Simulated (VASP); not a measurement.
# BaS4 (P4/mmm) in VASP: further runs

The runs below take BaS4 through relaxation of cell and atoms, with PBE.

All numbers are computed with VASP 6.6.1; they aren't measurements. Logs are shortened: lines on timing, memory, paths and dates and some standing lists are left out, and cuts for length are marked.

## 1. The cell of the first run

Symmetry: P4/mmm, No. 123, tetragonal system. Conventional cell: a = 5.330 Å, b = 5.330 Å, c = 7.538 Å, α = 90.00°, β = 90.00°, γ = 90.00°. Ba (site symmetry 4/mmm) has 8 S at 3.26 Å within 4.3 Å. S (site symmetry 2mm) has 2 Ba at 3.26 Å and 6 S at 3.77 Å within 4.3 Å.

## 2. Relaxation of cell and atoms, PBE (atoms taken out)

Input file INCAR:

```
SYSTEM = BaS4
ALGO = Normal
EDIFF = 1E-7
EDIFFG = -0.04
ENCUT = 600
GGA = PE
IBRION = 2
ISIF = 3
ISMEAR = 0
LASPH = .True.
LCHARG = .False.
LREAL = .False.
LWAVE = .False.
NELM = 100
NSW = 90
PREC = Accurate
SIGMA = 0.1
```

Input file KPOINTS:

```
k-points
0
Gamma
  4 4 2
  0 0 0
```

Input file POSCAR:

```
BaS4
1.0
    5.3300896800      0.0000000000      0.0000000000
    0.0000000000      5.3300896800      0.0000000000
    0.0000000000      0.0000000000      7.5378851100
Ba S
1 4
Direct
    0.0000000000      0.0000000000      0.0000000000
    0.5000000000      0.0000000000      0.2500000000
    0.0000000000      0.5000000000      0.7500000000
    0.5000000000      0.0000000000      0.7500000000
    0.0000000000      0.5000000000      0.2500000000
```

Potentials or basis: VASP PAW PBE potentials, release 64 (Ba_sv, S).

Launch:

```
cat potpaw_PBE.64/Ba_sv/POTCAR potpaw_PBE.64/S/POTCAR > POTCAR
mpirun -np 1 vasp_std > vasp.out
```

OUTCAR:

```text
SYSTEM = BaS4
   EDIFF = 1E-7
   EDIFFG = -0.04
   ENCUT = 600
   GGA = PE
   IBRION = 2
   ISIF = 3
   ISMEAR = 0
   LASPH = .True.
   LREAL = .False.
   NELM = 100
   NSW = 90
   PREC = Accurate

 ion  position               nearest neighbor table
   1  0.000  0.000  0.000-   2 3.26   3 3.26   4 3.26   5 3.26   3 3.26   5 3.26   2 3.26   4 3.26

   2  0.500  0.000  0.250-   1 3.26   1 3.26
   3  0.000  0.500  0.750-   1 3.26   1 3.26
   4  0.500  0.000  0.750-   1 3.26   1 3.26
   5  0.000  0.500  0.250-   1 3.26   1 3.26

  LATTYP: Found a simple tetragonal cell.
 ALAT       =     5.3300896800
 C/A-ratio  =     1.4142135616

  Lattice vectors:

 A1 = (   5.3300896800,   0.0000000000,   0.0000000000)
 A2 = (   0.0000000000,   5.3300896800,   0.0000000000)
 A3 = (   0.0000000000,   0.0000000000,   7.5378851100)

Analysis of symmetry for initial positions (statically):
=====================================================================
 Subroutine PRICEL returns:
 Original cell was already a primitive cell.

 Routine SETGRP: Setting up the symmetry group for a
 simple tetragonal supercell.

 Subroutine GETGRP returns: Found 16 space group operations
 (whereof 16 operations were pure point group operations)
 out of a pool of 16 trial point group operations.

The static configuration has the point symmetry D_4h.

Analysis of symmetry for dynamics (positions and initial velocities):
=====================================================================
 Subroutine PRICEL returns:
 Original cell was already a primitive cell.

 Routine SETGRP: Setting up the symmetry group for a
 simple tetragonal supercell.

 Subroutine GETGRP returns: Found 16 space group operations
 (whereof 16 operations were pure point group operations)
 out of a pool of 16 trial point group operations.

The dynamic configuration has the point symmetry D_4h.

 Subroutine INISYM returns: Found 16 space group operations
 (whereof 16 operations are pure point group operations),
 and found     1 'primitive' translations

----------------------------------------------------------------------------------------

                                     Primitive cell

  volume of cell :     214.1502

  direct lattice vectors                    reciprocal lattice vectors
     5.330089680  0.000000000  0.000000000     0.187614104  0.000000000  0.000000000
     0.000000000  5.330089680  0.000000000     0.000000000  0.187614104  0.000000000
     0.000000000  0.000000000  7.537885110     0.000000000  0.000000000  0.132663205

  length of vectors
     5.330089680  5.330089680  7.537885110     0.187614104  0.187614104  0.132663205

  position of ions in fractional coordinates (direct lattice)
     0.000000000  0.000000000  0.000000000
     0.500000000  0.000000000  0.250000000
     0.000000000  0.500000000  0.750000000
     0.500000000  0.000000000  0.750000000
     0.000000000  0.500000000  0.250000000

  ion indices of the primitive-cell ions
   primitive index   ion index
                 1           1
                 2           2
                 3           3
                 4           4
                 5           5

----------------------------------------------------------------------------------------

 KPOINTS: k-points

Automatic generation of k-mesh.
 Grid dimensions read from file:
 generate k-points for:    4    4    2

 Generating k-lattice:

  Cartesian coordinates                     Fractional coordinates (reciprocal lattice)
     0.046903526  0.000000000  0.000000000     0.250000000  0.000000000  0.000000000
     0.000000000  0.046903526  0.000000000     0.000000000  0.250000000  0.000000000
     0.000000000  0.000000000  0.066331603     0.000000000  0.000000000  0.500000000

  Length of vectors
     0.046903526  0.046903526  0.066331603

  Shift w.r.t. Gamma in fractional coordinates (k-lattice)
     0.000000000  0.000000000  0.000000000

 Subroutine IBZKPT returns following result:
 ===========================================

 Found     12 irreducible k-points:

 Following reciprocal coordinates:
            Coordinates               Weight
  0.000000  0.000000  0.000000      1.000000
  0.250000  0.000000  0.000000      4.000000
  0.500000  0.000000  0.000000      2.000000
  0.250000  0.250000  0.000000      4.000000
  0.500000  0.250000  0.000000      4.000000
  0.500000  0.500000  0.000000      1.000000
  0.000000  0.000000  0.500000      1.000000
  0.250000  0.000000  0.500000      4.000000
  0.500000  0.000000  0.500000      2.000000
  0.250000  0.250000  0.500000      4.000000
  0.500000  0.250000  0.500000      4.000000
  0.500000  0.500000  0.500000      1.000000
   k-points           NKPTS =     12   k-points in BZ     NKDIM =     12   number of bands    NBANDS=     21
   number of dos      NEDOS =    301   number of ions     NIONS =      5
   total plane-waves  NPLWV = 138240
   dimension x,y,z NGX =    48 NGY =   48 NGZ =   60
   dimension x,y,z NGXF=    96 NGYF=   96 NGZF=  120
   ions per type =               1   4
   NGX,Y,Z   is equivalent  to a cutoff of  14.97, 14.97, 13.23 a.u.
   NGXF,Y,Z  is equivalent  to a cutoff of  29.94, 29.94, 26.47 a.u.
 SYSTEM =  BaS4
   PREC   = accura    normal or accurate (medium, high low for compatibility)
   ISTART =      0    job   : 0-new  1-cont  2-samecut
   ICHARG =      2    charge: 1-file 2-atom 10-const
   ISPIN  =      1    spin polarized calculation?
   LNONCOLLINEAR =      F non collinear calculations
   LSORBIT =      F    spin-orbit coupling
   LASPH  =      T    aspherical Exc in radial PAW
   ENCUT  =  600.0 eV  44.10 Ry    6.64 a.u.  10.65 10.65 15.06*2*pi/ulx,y,z
   NELM   =    100;   NELMIN=  2; NELMDL= -5     # of ELM steps
   EDIFF  = 0.1E-06   stopping-criterion for ELM
   LREAL  =      F    real-space projection
   EDIFFG = -.4E-01   stopping-criterion for IOM
   NSW    =     90    number of steps for IOM
   IBRION =      2    ionic relax: 0-MD 1-quasi-New 2-CG
   NFREE  =      1    steps in history (QN), initial steepest desc. (CG)
   ISIF   =      3    stress and relaxation
   ISYM   =      2    0-nonsym 1-usesym 2-fastsym
   POTIM  = 0.5000    time-step for ionic-motion
   TEBEG  =    0.0;   TEEND  =   0.0 temperature during run
   PSTRESS=    0.0 pullay stress
   NELECT =      34.0000    total number of electrons
   NUPDOWN=      -1.0000    fix difference up-down
   EMIN   =  10.00;   EMAX   =-10.00  energy-range for DOS
   EFERMI =   0.00;   METHOD = LEGACY
   ISMEAR =     0;   SIGMA  =   0.10  broadening in eV -4-tet -1-fermi 0-gaus
   EFERMI_NEDOS =   21; number of points for ismear=-14 and -15
   IALGO  =     38    algorithm
   IMIX   =      4    mixing-type and parameters
     AMIX     =   0.40;   BMIX     =  1.00
     AMIX_MAG =   1.60;   BMIX_MAG =  1.00
  volume/ion in A,a.u.               =      42.83       289.03
  Fermi-wavevector in a.u.,A,eV,Ry     =   0.886465  1.675176 10.691734  0.785820
  Thomas-Fermi vector in A             =   2.007635
   LORBIT       =      0    0 simple, 1 ext, 2 COOP (PROOUT), +10 PAW based schemes
   GGA     = PE    functional components
   LHFCALC =     F    Hartree Fock is set to
   AEXX    =    0.0000 exact exchange contribution
   IVDW    =     0    specifies the selected vdW correction
   LEPSILON=     F    determine dielectric tensor
   LRPA    =     F    only Hartree local field effects (RPA)
 conjugate gradient relaxation of ions
 non-spin polarized calculation
 Gauss-broadening in eV      SIGMA  =   0.10
  energy-cutoff  :      600.00
  volume of cell :      214.15
 maximum number of plane-waves:      7182
 NGX is ok and might be reduce to    48
   NGX = 21   NGY = 21   NGZ = 31

--------------------------------------- Ionic step        1  -------------------------------------------

 number of electron      33.9999996 magnetization

 Free energy of the ion-electron system (eV)
  ---------------------------------------------------
  ext. energy  EPLUGINS =         0.00000000
  ---------------------------------------------------
  free energy    TOTEN  =       -14.81756036 eV

  energy without entropy =      -14.75757402  energy(sigma->0) =      -14.78756719

------------------------ aborting loop because EDIFF is reached ----------------------------------------

  FORCE on cell =-STRESS in cart. coord.  units (eV):
  Direction    XX          YY          ZZ          XY          YZ          ZX
  --------------------------------------------------------------------------------------
  -------------------------------------------------------------------------------------
  Total       -4.3261615     -4.3261615     -7.1355000      0.0000000      0.0000000     -0.0000000
  in kB      -32.3664272    -32.3664272    -53.3846557      0.0000000      0.0000000     -0.0000000
  external PRESSURE =     -39.3725033 kB  Pullay stress =       0.0000000 kB
[... 26 lines left out ...]
--------------------------------------- Ionic step        2  -------------------------------------------

 number of electron      34.0000000 magnetization

 E-fermi :  -0.6404     XC(G=0):  -7.4779

 val. band max:       -0.6482371831   @ k =   0.5000   0.2500   0.5000
 cond. band min:      -0.6361683423   @ k =   0.5000   0.2500   0.0000
 fundamental gap:      0.0120688408
 Fermi energy:        -0.6404444982

 k-point     1 :       0.0000    0.0000    0.0000
  band No.  band energies     occupation
      1     -26.0663      2.00000
      2     -12.4864      2.00000
      3     -11.9572      2.00000
      4     -11.4545      2.00000
      5     -11.4545      2.00000
      6     -11.3645      2.00000
[... 348 lines left out ...]
  FREE ENERGIE OF THE ION-ELECTRON SYSTEM (eV)
  ---------------------------------------------------
  free  energy   TOTEN  =       -15.8311377585 eV

  energy  without entropy=      -15.7893455364  energy(sigma->0) =      -15.81024165

 E-fermi :   3.7815     XC(G=0):  -9.1895

 val. band max:        3.7760756440   @ k =   0.5000   0.0000   0.0000
 cond. band min:       3.7963457776   @ k =   0.5000   0.0000   0.5000
 fundamental gap:      0.0202701337
 Fermi energy:         3.7814702464

 k-point     1 :       0.0000    0.0000    0.0000
  band No.  band energies     occupation
      1     -22.5590      2.00000
      2     -11.6310      2.00000
      3     -11.2020      2.00000
      4      -8.8847      2.00000
      5      -8.4872      2.00000
      6      -8.4872      2.00000
[... 277 lines left out ...]
     20       4.9429      0.00000
     21       8.4241      0.00000

[... ionic steps 4 to 30 ...]

--------------------------------------- Ionic step       31  -------------------------------------------

 number of electron      33.9999997 magnetization

------------------------ aborting loop because EDIFF is reached ----------------------------------------
[... 73 lines left out ...]
--------------------------------------- Ionic step       33  -------------------------------------------

 number of electron      33.9999997 magnetization

 Free energy of the ion-electron system (eV)
  ---------------------------------------------------
  ext. energy  EPLUGINS =         0.00000000
  ---------------------------------------------------
  free energy    TOTEN  =       -21.42669103 eV

  energy without entropy =      -21.41128655  energy(sigma->0) =      -21.41898879

 E-fermi :   1.6573     XC(G=0):  -7.8110

 val. band max:        1.6087278399   @ k =   0.2500   0.0000   0.5000
 cond. band min:       1.7722973884   @ k =   0.2500   0.2500   0.5000
 fundamental gap:      0.1635695485
 Fermi energy:         1.6572978789

 k-point     1 :       0.0000    0.0000    0.0000
  band No.  band energies     occupation
      1     -25.5717      2.00000
      2     -13.5480      2.00000
      3     -13.2401      2.00000
      4     -11.0253      2.00000
      5     -10.8744      2.00000
      6     -10.8744      2.00000
[... 309 lines left out ...]
  FREE ENERGIE OF THE ION-ELECTRON SYSTEM (eV)
  ---------------------------------------------------
  free  energy   TOTEN  =       -21.4266910345 eV

  energy  without entropy=      -21.4112865483  energy(sigma->0) =      -21.41898879

 reached required accuracy - stopping structural energy minimisation
```

Wall time 22 min (1 thread of AMD EPYC 7R13 (Zen 3), shared host); peak memory 0.4 GiB.

What came out:

- Free energy: -21.4267 eV
- Relaxed volume: 32.22 Å³/atom
- Relaxed cell: a = 5.388 Å, b = 5.388 Å, c = 5.549 Å, α = 90.00°, β = 90.00°, γ = 90.00°
- Space group after relaxing (to 0.1 Å): P4/mmm (No. 123)
- Energy gained by relaxing: 1321.8 meV/atom
- Ionic steps: 33
- Pressure after relaxing: 0.0 GPa
- Largest force after relaxing: 0.009 eV/Å
- Band gap on the k mesh: zero (bands 17 and 18 overlap by 0.65 eV)

Forces in eV/Å, atoms in the order of the input:
```
Ba   0.000  0.000  0.000
S    0.000  0.000 -0.009
S    0.000  0.000  0.009
S    0.000  0.000  0.009
S    0.000  0.000 -0.009
```

Step by step:
| step | energy change (eV) | largest force (eV/Å) | pressure (GPa) | volume (Å³) |
| --- | --- | --- | --- | --- |
| 1 | 0.0000 | 0.0299 | -3.94 | 214.15 |
| 2 | -0.7258 | 0.4916 | -2.59 | 183.11 |
| 3 | -1.0136 | 1.0088 | -0.22 | 161.57 |
| 4 | -1.0319 | 1.2295 | 1.01 | 154.51 |
| 5 | -1.7264 | 1.8281 | 2.29 | 141.00 |
| 6 | 0.2885 | 7.9815 | 50.93 | 100.46 |
| 7 | -1.3841 | 1.9194 | 4.60 | 137.02 |
| 8 | -2.5812 | 4.4531 | 13.06 | 117.22 |
| 9 | -2.6646 | 4.0095 | 23.71 | 108.84 |
| 10 | -2.7268 | 4.3623 | 20.98 | 110.48 |
| 11 | -4.0632 | 3.5017 | 15.35 | 117.68 |
| 12 | -6.1723 | 0.0054 | 5.84 | 141.12 |
| 13 | -6.3655 | 1.2964 | 4.42 | 150.61 |
| 14 | -6.3717 | 1.7700 | 4.11 | 153.98 |
| 15 | -6.5612 | 0.4664 | 0.05 | 162.11 |
| 16 | -6.5627 | 0.3095 | 0.35 | 161.39 |
| 17 | -6.5684 | 0.2633 | 0.23 | 162.31 |
| 18 | -6.5785 | 0.1233 | -0.10 | 165.10 |
| 19 | -6.5796 | 0.0604 | -0.23 | 166.36 |
| 20 | -6.5823 | 0.0310 | -0.19 | 166.03 |
| 21 | -6.5894 | 0.0614 | -0.04 | 165.04 |
| 22 | -6.5981 | 0.2635 | 0.27 | 163.04 |
| 23 | -6.5858 | 0.7392 | 1.00 | 158.92 |
| 24 | -6.5985 | 0.3886 | 0.45 | 162.10 |
| 25 | -6.5992 | 0.3775 | 0.44 | 162.04 |
| 26 | -6.6013 | 0.3447 | 0.40 | 161.87 |
| 27 | -6.6045 | 0.2807 | 0.32 | 161.51 |
| 28 | -6.6081 | 0.1578 | 0.16 | 160.78 |
| 29 | -6.6084 | 0.1119 | 0.10 | 160.49 |
| 30 | -6.6086 | 0.0956 | 0.08 | 160.59 |
| 31 | -6.6090 | 0.0469 | 0.01 | 160.87 |
| 32 | -6.6089 | 0.0483 | -0.11 | 161.43 |
| 33 | -6.6091 | 0.0090 | -0.04 | 161.09 |

Final structure:
```
CELL_PARAMETERS angstrom
5.38811 0.00000 0.00000
0.00000 5.38811 0.00000
0.00000 0.00000 5.54885
ATOMIC_POSITIONS crystal
Ba 0.00000 0.00000 0.00000
S 0.50000 0.00000 0.32234
S 0.00000 0.50000 0.67766
S 0.50000 0.00000 0.67766
S 0.00000 0.50000 0.32234
```

Caveat: the k points lie up to 0.57 Å⁻¹ apart in the final cell, too coarse for converged energies and pressures of a metal; the cell differs from its parent crystal (atoms taken out); the volume moved by over 15 % at a fixed basis, so the end points are rough; spin-orbit coupling is left out, which moves the levels of the heavy elements.

(Continued in part 2 of 2.)
